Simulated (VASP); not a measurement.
# HfO2 (Fm-3m) in VASP: notebook, part 2 of 2

VASP 6.6.1.

## 3. Single point, PBE

Contents of INCAR:

```
SYSTEM = HfO2
PREC = Accurate
ENCUT = 520
EDIFF = 1E-6
ISMEAR = 0
SIGMA = 0.01
LREAL = .False.
LASPH = .True.
NELM = 80
ALGO = Normal
ISIF = 2
LWAVE = .False.
LCHARG = .True.
GGA = PE
LELF = .True.
LVHAR = .True.
NBANDS = 18
```

Contents of KPOINTS:

```
regular mesh
0
Gamma
  10 10 10
  0 0 0
```

Contents of POSCAR:

```
HfO2
1.0
    0.0000000000      2.5575000000      2.5575000000
    2.5575000000      0.0000000000      2.5575000000
    2.5575000000      2.5575000000      0.0000000000
Hf O
1 2
Direct
    0.0000000000      0.0000000000      0.0000000000
    0.2500000000      0.2500000000      0.2500000000
    0.7500000000      0.7500000000      0.7500000000
```

Potentials or basis: VASP PAW PBE potentials, release 64 (Hf_pv, O).

Run with:

```sh
cat potpaw_PBE.64/Hf_pv/POTCAR potpaw_PBE.64/O/POTCAR > POTCAR
mpirun -np 1 vasp_std > vasp.out
```

OUTCAR:

```text
SYSTEM = HfO2
   PREC = Accurate
   ENCUT = 520
   EDIFF = 1E-6
   ISMEAR = 0
   LREAL = .False.
   LASPH = .True.
   NELM = 80
   ISIF = 2
   GGA = PE

 ion  position               nearest neighbor table
   1  0.000  0.000  0.000-   3 2.21   3 2.21   3 2.21   2 2.21   3 2.21   2 2.21   2 2.21   2 2.21

   2  0.250  0.250  0.250-   1 2.21   1 2.21   1 2.21   1 2.21
   3  0.750  0.750  0.750-   1 2.21   1 2.21   1 2.21   1 2.21

  LATTYP: Found a face centered cubic cell.
 ALAT       =     5.1150000000

  Lattice vectors:

 A1 = (   0.0000000000,   2.5575000000,   2.5575000000)
 A2 = (   2.5575000000,   0.0000000000,   2.5575000000)
 A3 = (   2.5575000000,   2.5575000000,   0.0000000000)

Analysis of symmetry for initial positions (statically):
=====================================================================
 Subroutine PRICEL returns:
 Original cell was already a primitive cell.

 Routine SETGRP: Setting up the symmetry group for a
 face centered cubic supercell.

 Subroutine GETGRP returns: Found 48 space group operations
[... 161 lines left out ...]
  ext. energy  EPLUGINS =         0.00000000
  ---------------------------------------------------
  free energy    TOTEN  =       -30.23360418 eV

  energy without entropy =      -30.23360418  energy(sigma->0) =      -30.23360418

 E-fermi :   4.1024     XC(G=0): -11.6975

 val. band max:        4.0545049651   @ k =   0.5000   0.5000   0.0000
 cond. band min:       7.7839131454   @ k =   0.5000   0.5000   0.0000
 fundamental gap:      3.7294081803
 Fermi energy:         4.1024283514

 k-point     1 :       0.0000    0.0000    0.0000
  band No.  band energies     occupation
      1     -25.7562      2.00000
      2     -25.7562      2.00000
      3     -25.7562      2.00000
      4     -14.5140      2.00000
      5     -11.6119      2.00000
      6      -1.1274      2.00000
[... 481 lines left out ...]
      5     -12.6054      2.00000
      6      -1.2446      2.00000
[... 10 lines left out ...]
     17      14.1302      0.00000
     18      17.3288      0.00000

 [... further k-points ...]
[... 5 lines left out ...]
  --------------------------------------------------------------------------------------
  -------------------------------------------------------------------------------------
  Total       -1.2508942     -1.2508942     -1.2508942      0.0000000      0.0000000      0.0000000
  in kB      -59.9037796    -59.9037796    -59.9037796      0.0000000      0.0000000      0.0000000
  external PRESSURE =     -59.9037796 kB  Pullay stress =       0.0000000 kB

 VOLUME and BASIS-vectors are now :
 -----------------------------------------------------------------------------
  energy-cutoff  :      520.00
  volume of cell :       33.46
      direct lattice vectors                 reciprocal lattice vectors
     0.000000000  2.557500000  2.557500000    -0.195503421  0.195503421  0.195503421
     2.557500000  0.000000000  2.557500000     0.195503421 -0.195503421  0.195503421
     2.557500000  2.557500000  0.000000000     0.195503421  0.195503421 -0.195503421

 POSITION                                       TOTAL-FORCE (eV/Angst)
 -----------------------------------------------------------------------------------
      0.00000      0.00000      0.00000        -0.000000     -0.000000     -0.000000
      1.27875      1.27875      1.27875        -0.000000      0.000000      0.000000
      3.83625      3.83625      3.83625         0.000000     -0.000000     -0.000000
 -----------------------------------------------------------------------------------
    total drift:                                0.000000      0.000000      0.000000

  FREE ENERGIE OF THE ION-ELECTRON SYSTEM (eV)
  ---------------------------------------------------
  free  energy   TOTEN  =       -30.2336041825 eV

  energy  without entropy=      -30.2336041825  energy(sigma->0) =      -30.23360418
```

stdout:

```text
POSCAR found type information on POSCAR HfO
 POSCAR found :  2 types and       3 ions
 scaLAPACK will be used
 LDA part: xc-table for (Slater+PW92), standard interpolation
 POSCAR, INCAR and KPOINTS ok, starting setup
 FFT: planning ... GRIDC
 FFT: planning ... GRID_SOFT
 FFT: planning ... GRID
 WAVECAR not read
 entering main loop
```

It took 46 s on 1 thread of Intel Xeon 8259CL, shared host; peak memory 0.17 GiB.

What came out:

* Free energy: -30.2336 eV
* Pressure: -6.0 GPa
* Band gap on the k mesh: 3.73 eV, direct

Caveat: spin-orbit coupling is left out, which moves the levels of the heavy elements.
